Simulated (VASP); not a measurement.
# I (Im-3m) in VASP: a series of runs

Runs on I. Level: r2SCAN. Tasks: single point.

Program: VASP 6.6.1. These are calculated values, not measurements. Logs are shortened: lines on timing, memory, paths and dates and some standing lists are left out, and cuts for length are marked.

## Step 1: The cell of the first run

The structure is cubic, space group Im-3m (No. 229). Conventional cell: a = 4.122 Å, b = 4.122 Å, c = 4.122 Å, α = 90.00°, β = 90.00°, γ = 90.00°. I (site symmetry m-3m) has 14 I at 3.57 to 4.12 Å within 4.7 Å.

## Step 2: Single point, r2SCAN

Contents of POSCAR:

```
I
1.0
   -2.0611367411      2.0611367411      2.0611367411
    2.0611367411     -2.0611367411      2.0611367411
    2.0611367411      2.0611367411     -2.0611367411
I
1
Direct
    0.0000000000      0.0000000000      0.0000000000
```

Contents of INCAR.step1:

```
SYSTEM = I
ALGO = Normal
EDIFF = 1E-4
ENCUT = 520
GGA = PE
ISMEAR = -1
LASPH = .TRUE.
LCHARG = .FALSE.
LREAL = .FALSE.
LWAVE = .TRUE.
NBANDS = 10
NELM = 80
PREC = Accurate
SIGMA = 0.01
```

Contents of INCAR.step2:

```
SYSTEM = I
ALGO = Normal
EDIFF = 1E-6
ENCUT = 520
ISIF = 2
ISMEAR = -1
ISTART = 1
LASPH = .TRUE.
LCHARG = .TRUE.
LELF = .TRUE.
LMIXTAU = .TRUE.
LREAL = .FALSE.
LVHAR = .TRUE.
LWAVE = .FALSE.
METAGGA = R2SCAN
NBANDS = 10
NELM = 80
PREC = Accurate
SIGMA = 0.01
```

Contents of KPOINTS:

```
k-points
0
G
  8 8 8
  0 0 0
```

Potentials or basis: VASP PAW PBE potentials, release 64 (I).

Launch:

```bash
cat potpaw_PBE.64/I/POTCAR > POTCAR
cp INCAR.step1 INCAR
mpirun -np 1 vasp_std > vasp.out
cp INCAR.step2 INCAR
mpirun -np 1 vasp_std > vasp.out
```

OUTCAR:

```text
SYSTEM = I
   EDIFF = 1E-6
   ENCUT = 520
   ISIF = 2
   ISMEAR = -1
   ISTART = 1
   LASPH = .TRUE.
   LREAL = .FALSE.
   METAGGA = R2SCAN
   NELM = 80
   PREC = Accurate

 ion  position               nearest neighbor table
   1  0.000  0.000  0.000-

  LATTYP: Found a body centered cubic cell.
 ALAT       =     4.1222734822

  Lattice vectors:

 A1 = (  -2.0611367411,   2.0611367411,   2.0611367411)
 A2 = (   2.0611367411,  -2.0611367411,   2.0611367411)
 A3 = (   2.0611367411,   2.0611367411,  -2.0611367411)

Analysis of symmetry for initial positions (statically):
=====================================================================
 Subroutine PRICEL returns:
 Original cell was already a primitive cell.

 Routine SETGRP: Setting up the symmetry group for a
 body centered cubic supercell.

 Subroutine GETGRP returns: Found 48 space group operations
 (whereof 48 operations were pure point group operations)
 out of a pool of 48 trial point group operations.

The static configuration has the point symmetry O_h .

Analysis of symmetry for dynamics (positions and initial velocities):
=====================================================================
 Subroutine PRICEL returns:
 Original cell was already a primitive cell.

 Routine SETGRP: Setting up the symmetry group for a
 body centered cubic supercell.

 Subroutine GETGRP returns: Found 48 space group operations
 (whereof 48 operations were pure point group operations)
 out of a pool of 48 trial point group operations.

The dynamic configuration has the point symmetry O_h .

 Subroutine INISYM returns: Found 48 space group operations
 (whereof 48 operations are pure point group operations),
 and found     1 'primitive' translations

----------------------------------------------------------------------------------------

                                     Primitive cell

  volume of cell :      35.0252

  direct lattice vectors                    reciprocal lattice vectors
    -2.061136741  2.061136741  2.061136741     0.000000000  0.242584585  0.242584585
     2.061136741 -2.061136741  2.061136741     0.242584585  0.000000000  0.242584585
     2.061136741  2.061136741 -2.061136741     0.242584585  0.242584585  0.000000000

  length of vectors
     3.569993557  3.569993557  3.569993557     0.343066409  0.343066409  0.343066409

  position of ions in fractional coordinates (direct lattice)
     0.000000000  0.000000000  0.000000000

[... 73 lines left out ...]
   ENCUT  =  520.0 eV  38.22 Ry    6.18 a.u.   6.64  6.64  6.64*2*pi/ulx,y,z
   NELM   =     80;   NELMIN=  2; NELMDL=  0     # of ELM steps
   EDIFF  = 0.1E-05   stopping-criterion for ELM
   LREAL  =      F    real-space projection
   EDIFFG = 0.1E-04   stopping-criterion for IOM
   NSW    =      0    number of steps for IOM
   IBRION =     -1    ionic relax: 0-MD 1-quasi-New 2-CG
   NFREE  =      0    steps in history (QN), initial steepest desc. (CG)
   ISIF   =      2    stress and relaxation
   ISYM   =      2    0-nonsym 1-usesym 2-fastsym
   POTIM  = 0.5000    time-step for ionic-motion
   TEBEG  =    0.0;   TEEND  =   0.0 temperature during run
   PSTRESS=    0.0 pullay stress
   NELECT =       7.0000    total number of electrons
   NUPDOWN=      -1.0000    fix difference up-down
   EMIN   =  10.00;   EMAX   =-10.00  energy-range for DOS
   EFERMI =   0.00;   METHOD = LEGACY
   ISMEAR =    -1;   SIGMA  =   0.01  broadening in eV -4-tet -1-fermi 0-gaus
   EFERMI_NEDOS =   21; number of points for ismear=-14 and -15
   IALGO  =     38    algorithm
   IMIX   =      4    mixing-type and parameters
     AMIX     =   0.40;   BMIX     =  1.00
     AMIX_MAG =   1.60;   BMIX_MAG =  1.00
  volume/ion in A,a.u.               =      35.03       236.36
  Fermi-wavevector in a.u.,A,eV,Ry     =   0.957152  1.808754 12.464829  0.916139
  Thomas-Fermi vector in A             =   2.086144
   LORBIT       =      0    0 simple, 1 ext, 2 COOP (PROOUT), +10 PAW based schemes
   METAGGA = R2SCAN    functional components
   LHFCALC =     F    Hartree Fock is set to
   AEXX    =    0.0000 exact exchange contribution
   IVDW    =     0    specifies the selected vdW correction
   LEPSILON=     F    determine dielectric tensor
   LRPA    =     F    only Hartree local field effects (RPA)
 non-spin polarized calculation
  energy-cutoff  :      520.00
  volume of cell :       35.03
 maximum number of plane-waves:       962
   NGX = 13   NGY = 13   NGZ = 13

 number of electron       7.0000001 magnetization

 Free energy of the ion-electron system (eV)
  ---------------------------------------------------
  ext. energy  EPLUGINS =         0.00000000
  ---------------------------------------------------
  free energy    TOTEN  =       -24.03825434 eV

  energy without entropy =      -24.03765225  energy(sigma->0) =      -24.03795329

 E-fermi :   4.3346     XC(G=0):  -9.4973

 val. band max:        4.2887530076   @ k =   0.3750   0.2500   0.0000
 cond. band min:       4.3477027763   @ k =  -0.2500   0.2500   0.1250
 fundamental gap:      0.0589497688
 Fermi energy:         4.3346458668

 k-point     1 :       0.0000    0.0000    0.0000
  band No.  band energies     occupation
      1      -9.6405      2.00000
      2       5.2560      0.00000
      3       5.2560      0.00000
      4       5.2560      0.00000
      5      12.4479      0.00000
      6      14.7034      0.00000
      7      14.7034      0.00000
      8      14.7034      0.00000
      9      17.0924      0.00000
     10      17.0924      0.00000
[... 287 lines left out ...]
 k-point    24 :      -0.3750    0.3750    0.2500
  band No.  band energies     occupation
      1      -7.8082      2.00000
      2       0.9738      2.00000
      3       2.5841      2.00000
      4       2.9714      2.00000
      5      10.8261      0.00000
      6      13.3850      0.00000
      7      15.4004      0.00000
      8      16.0144      0.00000
      9      19.2786      0.00000
     10      20.3537      0.00000

 [... further k-points ...]
[... 5 lines left out ...]
  --------------------------------------------------------------------------------------
  -------------------------------------------------------------------------------------
  Total        0.1998066      0.1998066      0.1998066      0.0000000      0.0000000      0.0000000
  in kB        9.1398689      9.1398689      9.1398689      0.0000000      0.0000000      0.0000000
  external PRESSURE =       9.1398689 kB  Pullay stress =       0.0000000 kB

 VOLUME and BASIS-vectors are now :
 -----------------------------------------------------------------------------
  energy-cutoff  :      520.00
  volume of cell :       35.03
      direct lattice vectors                 reciprocal lattice vectors
    -2.061136741  2.061136741  2.061136741     0.000000000  0.242584585  0.242584585
     2.061136741 -2.061136741  2.061136741     0.242584585  0.000000000  0.242584585
     2.061136741  2.061136741 -2.061136741     0.242584585  0.242584585  0.000000000

 POSITION                                       TOTAL-FORCE (eV/Angst)
 -----------------------------------------------------------------------------------
      0.00000      0.00000      0.00000         0.000000      0.000000      0.000000
 -----------------------------------------------------------------------------------
    total drift:                                0.000000      0.000000     -0.000000

  FREE ENERGIE OF THE ION-ELECTRON SYSTEM (eV)
  ---------------------------------------------------
  free  energy   TOTEN  =       -24.0382543370 eV

  energy  without entropy=      -24.0376522507  energy(sigma->0) =      -24.03795329
```

OSZICAR.step1:

```text
N       E                     dE             d eps       ncg     rms          rms(c)
DAV:   1     0.199672551242E+02    0.19967E+02   -0.24076E+03   580   0.491E+02
DAV:   2    -0.171029570898E+00   -0.20138E+02   -0.19381E+02   750   0.845E+01
DAV:   3    -0.102986263597E+01   -0.85883E+00   -0.84885E+00   736   0.167E+01
DAV:   4    -0.103677203966E+01   -0.69094E-02   -0.69089E-02   730   0.182E+00
DAV:   5    -0.103684660468E+01   -0.74565E-04   -0.74564E-04   702   0.181E-01    0.390E+00
DAV:   6    -0.103735466310E+01   -0.50806E-03   -0.12903E-03   696   0.188E-01    0.237E+00
DAV:   7    -0.103813570011E+01   -0.78104E-03   -0.25397E-03   652   0.271E-01    0.933E-02
DAV:   8    -0.103814072397E+01   -0.50239E-05   -0.10449E-04   646   0.514E-02
   1 F= -.10381407E+01 E0= -.10378254E+01  d E =-.630735E-03
```

Wall time 26 s (1 thread of Intel Xeon Platinum 8488C (Sapphire Rapids), shared host); peak memory 0.16 GiB.

What came out:

```yaml
Free_energy: -24.0383 eV
Pressure: 0.9 GPa
```

Levels at points of the mesh, in eV from the Fermi level:
```tsv
k point	band 2	band 3	band 4	band 5	band 6	band 7
(0.00, 0.00, 0.00)	0.92	0.92	0.92	8.11	10.37	10.37
(0.50, 0.00, 0.00)	-4.69	-0.85	0.58	6.36	7.68	13.84
(0.50, 0.50, 0.50)	-2.78	-2.78	-2.78	4.91	4.91	17.50
```

Caveat: the PAW data sets were made with another functional, which shifts forces and pressure a little; spin-orbit coupling is left out, which moves the levels of the heavy elements; an odd number of electrons without spin polarisation forces a metal; a magnetic or distorted state may lie lower.

(Continued in part 2 of 3.)
